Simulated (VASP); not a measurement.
# C (Fd-3m) in VASP: single point with PBE

Aim: the single point of C with PBE.

All numbers are computed with VASP 6.6.1; they aren't measurements. Logs are shortened: lines on timing, memory, paths and dates and some standing lists are left out, and cuts for length are marked.

## (1) The cell of the first run

Symmetry: Fd-3m, No. 227, cubic system. Conventional cell: a = 3.572 Å, b = 3.572 Å, c = 3.572 Å, α = 90.00°, β = 90.00°, γ = 90.00°. Within 2.1 Å of C (site symmetry -43m) lie 4 C at 1.55 Å.

## (2) Single point, PBE

INCAR reads:

```
SYSTEM = C
  ALGO = Normal
  EDIFF = 1E-6
  ENCUT = 600
  GGA = PE
  GGA_COMPAT = .FALSE.
  ISIF = 2
  ISMEAR = 0
  LASPH = .TRUE.
  LCHARG = .TRUE.
  LELF = .TRUE.
  LREAL = .FALSE.
  LVHAR = .TRUE.
  LWAVE = .FALSE.
  NBANDS = 11
  NELM = 120
  PREC = Accurate
  SIGMA = 0.02
```

KPOINTS reads:

```
k-points
0
G
  12 12 12
  0 0 0
```

POSCAR reads:

```
C
1.0
    0.0000000000      1.7857952420      1.7857952420
    1.7857952420      0.0000000000      1.7857952420
    1.7857952420      1.7857952420      0.0000000000
C
2
Direct
    0.0000000000      0.0000000000      0.0000000000
    0.2500000000      0.2500000000      0.2500000000
```

Potentials or basis: VASP PAW PBE potentials, release 64 (C).

On the command line:

```
> cat potpaw_PBE.64/C/POTCAR > POTCAR
> mpirun -np 1 vasp_std > vasp.out
```

OUTCAR:

```text
SYSTEM = C
   EDIFF = 1E-6
   ENCUT = 600
   GGA = PE
   ISIF = 2
   ISMEAR = 0
   LASPH = .TRUE.
   LREAL = .FALSE.
   NELM = 120
   PREC = Accurate

 ion  position               nearest neighbor table
   1  0.000  0.000  0.000-   2 1.55   2 1.55   2 1.55   2 1.55
   2  0.250  0.250  0.250-   1 1.55   1 1.55   1 1.55   1 1.55

  LATTYP: Found a face centered cubic cell.
 ALAT       =     3.5715904840

  Lattice vectors:

 A1 = (   0.0000000000,   1.7857952420,   1.7857952420)
 A2 = (   1.7857952420,   0.0000000000,   1.7857952420)
 A3 = (   1.7857952420,   1.7857952420,   0.0000000000)

Analysis of symmetry for initial positions (statically):
=====================================================================
 Subroutine PRICEL returns:
 Original cell was already a primitive cell.

 Routine SETGRP: Setting up the symmetry group for a
 face centered cubic supercell.

 Subroutine GETGRP returns: Found 48 space group operations
 (whereof 24 operations were pure point group operations)
 out of a pool of 48 trial point group operations.

The static configuration has the point symmetry T_d .
 The point group associated with its full space group is O_h .

Analysis of symmetry for dynamics (positions and initial velocities):
=====================================================================
 Subroutine PRICEL returns:
 Original cell was already a primitive cell.

 Routine SETGRP: Setting up the symmetry group for a
 face centered cubic supercell.

 Subroutine GETGRP returns: Found 48 space group operations
 (whereof 24 operations were pure point group operations)
 out of a pool of 48 trial point group operations.

The dynamic configuration has the point symmetry T_d .
 The point group associated with its full space group is O_h .

 Subroutine INISYM returns: Found 48 space group operations
 (whereof 24 operations are pure point group operations),
 and found     1 'primitive' translations

----------------------------------------------------------------------------------------

                                     Primitive cell

  volume of cell :      11.3900

  direct lattice vectors                    reciprocal lattice vectors
     0.000000000  1.785795242  1.785795242    -0.279987307  0.279987307  0.279987307
     1.785795242  0.000000000  1.785795242     0.279987307 -0.279987307  0.279987307
     1.785795242  1.785795242  0.000000000     0.279987307  0.279987307 -0.279987307

  length of vectors
     2.525495851  2.525495851  2.525495851     0.484952241  0.484952241  0.484952241

  position of ions in fractional coordinates (direct lattice)
     0.000000000  0.000000000  0.000000000
     0.250000000  0.250000000  0.250000000

  ion indices of the primitive-cell ions
   primitive index   ion index
                 1           1
                 2           2

----------------------------------------------------------------------------------------

 KPOINTS: k-points

Automatic generation of k-mesh.
 Grid dimensions read from file:
 generate k-points for:   12   12   12

 Generating k-lattice:

  Cartesian coordinates                     Fractional coordinates (reciprocal lattice)
    -0.023332276  0.023332276  0.023332276     0.083333333  0.000000000  0.000000000
     0.023332276 -0.023332276  0.023332276     0.000000000  0.083333333  0.000000000
     0.023332276  0.023332276 -0.023332276     0.000000000  0.000000000  0.083333333

  Length of vectors
     0.040412687  0.040412687  0.040412687

  Shift w.r.t. Gamma in fractional coordinates (k-lattice)
     0.000000000  0.000000000  0.000000000

 Subroutine IBZKPT returns following result:
 ===========================================

 Found     72 irreducible k-points:

 Following reciprocal coordinates:
            Coordinates               Weight
  0.000000  0.000000  0.000000      1.000000
  0.083333  0.000000  0.000000      8.000000
  0.166667  0.000000  0.000000      8.000000
  0.250000  0.000000  0.000000      8.000000
  0.333333  0.000000  0.000000      8.000000
  0.416667  0.000000  0.000000      8.000000
[... 16 lines left out ...]
  0.500000  0.166667  0.000000     24.000000
 -0.416667  0.166667  0.000000     24.000000
 [... further k-points ...]
   k-points           NKPTS =     72   k-points in BZ     NKDIM =     72   number of bands    NBANDS=     11
   number of dos      NEDOS =    301   number of ions     NIONS =      2
   total plane-waves  NPLWV =   8000
   dimension x,y,z NGX =    20 NGY =   20 NGZ =   20
   dimension x,y,z NGXF=    40 NGYF=   40 NGZF=   40
   ions per type =               2
   NGX,Y,Z   is equivalent  to a cutoff of  13.17, 13.17, 13.17 a.u.
   NGXF,Y,Z  is equivalent  to a cutoff of  26.33, 26.33, 26.33 a.u.
 SYSTEM =  C
   PREC   = accura    normal or accurate (medium, high low for compatibility)
   ISTART =      0    job   : 0-new  1-cont  2-samecut
   ICHARG =      2    charge: 1-file 2-atom 10-const
   ISPIN  =      1    spin polarized calculation?
   LNONCOLLINEAR =      F non collinear calculations
   LSORBIT =      F    spin-orbit coupling
   LASPH  =      T    aspherical Exc in radial PAW
   ENCUT  =  600.0 eV  44.10 Ry    6.64 a.u.   5.04  5.04  5.04*2*pi/ulx,y,z
   NELM   =    120;   NELMIN=  2; NELMDL= -5     # of ELM steps
   EDIFF  = 0.1E-05   stopping-criterion for ELM
   LREAL  =      F    real-space projection
   EDIFFG = 0.1E-04   stopping-criterion for IOM
   NSW    =      0    number of steps for IOM
   IBRION =     -1    ionic relax: 0-MD 1-quasi-New 2-CG
   NFREE  =      0    steps in history (QN), initial steepest desc. (CG)
   ISIF   =      2    stress and relaxation
   ISYM   =      2    0-nonsym 1-usesym 2-fastsym
   POTIM  = 0.5000    time-step for ionic-motion
   TEBEG  =    0.0;   TEEND  =   0.0 temperature during run
   PSTRESS=    0.0 pullay stress
   NELECT =       8.0000    total number of electrons
   NUPDOWN=      -1.0000    fix difference up-down
   EMIN   =  10.00;   EMAX   =-10.00  energy-range for DOS
   EFERMI =   0.00;   METHOD = LEGACY
   ISMEAR =     0;   SIGMA  =   0.02  broadening in eV -4-tet -1-fermi 0-gaus
   EFERMI_NEDOS =   21; number of points for ismear=-14 and -15
   IALGO  =     38    algorithm
   IMIX   =      4    mixing-type and parameters
     AMIX     =   0.40;   BMIX     =  1.00
     AMIX_MAG =   1.60;   BMIX_MAG =  1.00
  volume/ion in A,a.u.               =       5.70        38.43
  Fermi-wavevector in a.u.,A,eV,Ry     =   1.455224  2.749975 28.812741  2.117677
  Thomas-Fermi vector in A             =   2.572283
   LORBIT       =      0    0 simple, 1 ext, 2 COOP (PROOUT), +10 PAW based schemes
   GGA     = PE    functional components
   LHFCALC =     F    Hartree Fock is set to
   AEXX    =    0.0000 exact exchange contribution
   IVDW    =     0    specifies the selected vdW correction
   LEPSILON=     F    determine dielectric tensor
   LRPA    =     F    only Hartree local field effects (RPA)
 non-spin polarized calculation
 Gauss-broadening in eV      SIGMA  =   0.02
  energy-cutoff  :      600.00
  volume of cell :       11.39
 maximum number of plane-waves:       392
   NGX =  9   NGY =  9   NGZ =  9

 number of electron       7.9999999 magnetization

 Free energy of the ion-electron system (eV)
  ---------------------------------------------------
  ext. energy  EPLUGINS =         0.00000000
  ---------------------------------------------------
  free energy    TOTEN  =       -18.19049244 eV

  energy without entropy =      -18.19049244  energy(sigma->0) =      -18.19049244

 E-fermi :   9.7728     XC(G=0): -13.2303

 val. band max:        9.6696220848   @ k =   0.0000   0.0000   0.0000
 cond. band min:      13.8138480982   @ k =   0.3333   0.3333   0.0000
 fundamental gap:      4.1442260134
 Fermi energy:         9.7728269415

 k-point     1 :       0.0000    0.0000    0.0000
  band No.  band energies     occupation
      1     -11.7521      2.00000
      2       9.6696      2.00000
      3       9.6696      2.00000
      4       9.6696      2.00000
      5      15.2486      0.00000
      6      15.2486      0.00000
      7      15.2486      0.00000
      8      22.9076      0.00000
      9      28.9126      0.00000
     10      36.1611      0.00000
     11      36.1611      0.00000

 k-point     2 :       0.0833    0.0000    0.0000
  band No.  band energies     occupation
      1     -11.5605      2.00000
      2       8.4475      2.00000
      3       9.3484      2.00000
      4       9.3484      2.00000
      5      15.6695      0.00000
      6      15.6695      0.00000
      7      15.9583      0.00000
      8      23.0752      0.00000
      9      29.2321      0.00000
     10      34.0432      0.00000
     11      34.0432      0.00000

 k-point     3 :       0.1667    0.0000    0.0000
  band No.  band energies     occupation
      1     -10.9876      2.00000
      2       5.9248      2.00000
      3       8.6508      2.00000
      4       8.6508      2.00000
      5      16.5846      0.00000
      6      16.5846      0.00000
      7      17.0371      0.00000
      8      23.5586      0.00000
      9      29.9006      0.00000
     10      32.4518      0.00000
     11      32.4518      0.00000

 k-point     4 :       0.2500    0.0000    0.0000
  band No.  band energies     occupation
      1     -10.0422      2.00000
      2       3.0976      2.00000
      3       7.9309      2.00000
      4       7.9309      2.00000
      5      17.4393      0.00000
      6      17.4393      0.00000
      7      17.7767      0.00000
      8      24.2378      0.00000
      9      30.3271      0.00000
     10      32.0344      0.00000
     11      32.0344      0.00000

 k-point     5 :       0.3333    0.0000    0.0000
  band No.  band energies     occupation
      1      -8.7456      2.00000
      2       0.3272      2.00000
      3       7.3593      2.00000
      4       7.3593      2.00000
      5      17.9270      0.00000
      6      17.9270      0.00000
      7      18.1916      0.00000
      8      24.8670      0.00000
      9      30.5608      0.00000
     10      32.8585      0.00000
     11      32.8585      0.00000
[... 211 lines left out ...]
 k-point    21 :       0.3333    0.1667    0.0000
  band No.  band energies     occupation
      1      -8.9817      2.00000
      2       2.4679      2.00000
      3       5.8508      2.00000
      4       6.2529      2.00000
      5      15.6695      0.00000
      6      20.4084      0.00000
      7      20.4933      0.00000
      8      21.4180      0.00000
      9      30.5093      0.00000
     10      31.3003      0.00000
     11      36.6570      0.00000

 k-point    22 :       0.4167    0.1667    0.0000
  band No.  band energies     occupation
      1      -7.5936      2.00000
      2      -0.0761      2.00000
      3       5.4117      2.00000
      4       5.6327      2.00000
      5      16.3311      0.00000
      6      20.6293      0.00000
      7      20.7313      0.00000
      8      22.3226      0.00000
      9      30.6898      0.00000
     10      32.0493      0.00000
     11      37.0168      0.00000

 k-point    23 :       0.5000    0.1667    0.0000
  band No.  band energies     occupation
      1      -6.0193      2.00000
      2      -2.3063      2.00000
      3       4.6971      2.00000
      4       5.7194      2.00000
      5      16.7526      0.00000
      6      20.3614      0.00000
      7      20.8436      0.00000
      8      23.9144      0.00000
      9      29.7581      0.00000
     10      33.4063      0.00000
     11      36.2030      0.00000

 k-point    24 :      -0.4167    0.1667    0.0000
  band No.  band energies     occupation
      1      -5.5929      2.00000
      2      -2.8187      2.00000
      3       4.2127      2.00000
      4       6.0960      2.00000
      5      17.1885      0.00000
      6      19.8733      0.00000
      7      20.8215      0.00000
      8      25.0588      0.00000
      9      29.0677      0.00000
     10      33.8106      0.00000
     11      34.1586      0.00000

 [... further k-points ...]

------------------------ aborting loop because EDIFF is reached ----------------------------------------

  FORCE on cell =-STRESS in cart. coord.  units (eV):
  Direction    XX          YY          ZZ          XY          YZ          ZX
  --------------------------------------------------------------------------------------
  -------------------------------------------------------------------------------------
  Total       -0.0006865     -0.0006865     -0.0006865      0.0000000      0.0000000      0.0000000
  in kB       -0.0965716     -0.0965716     -0.0965716      0.0000000      0.0000000      0.0000000
  external PRESSURE =      -0.0965716 kB  Pullay stress =       0.0000000 kB

 VOLUME and BASIS-vectors are now :
 -----------------------------------------------------------------------------
  energy-cutoff  :      600.00
  volume of cell :       11.39
      direct lattice vectors                 reciprocal lattice vectors
     0.000000000  1.785795242  1.785795242    -0.279987307  0.279987307  0.279987307
     1.785795242  0.000000000  1.785795242     0.279987307 -0.279987307  0.279987307
     1.785795242  1.785795242  0.000000000     0.279987307  0.279987307 -0.279987307

 POSITION                                       TOTAL-FORCE (eV/Angst)
 -----------------------------------------------------------------------------------
      0.00000      0.00000      0.00000        -0.000000     -0.000000      0.000000
      0.89290      0.89290      0.89290         0.000000      0.000000     -0.000000
 -----------------------------------------------------------------------------------
    total drift:                                0.000000      0.000000      0.000000

  FREE ENERGIE OF THE ION-ELECTRON SYSTEM (eV)
  ---------------------------------------------------
  free  energy   TOTEN  =       -18.1904924436 eV

  energy  without entropy=      -18.1904924436  energy(sigma->0) =      -18.19049244
```

Run time: 5.7 s. Hardware: 1 thread of AMD EPYC 9R45 (Zen 5), shared host; peak memory 0.09 GiB.

What came out:

```
Free energy            : -18.1905 eV
Pressure               : 0.0 GPa
Band gap on the k mesh : 4.14 eV (least direct gap 5.58 eV)
```

A k mesh can miss the band edges.
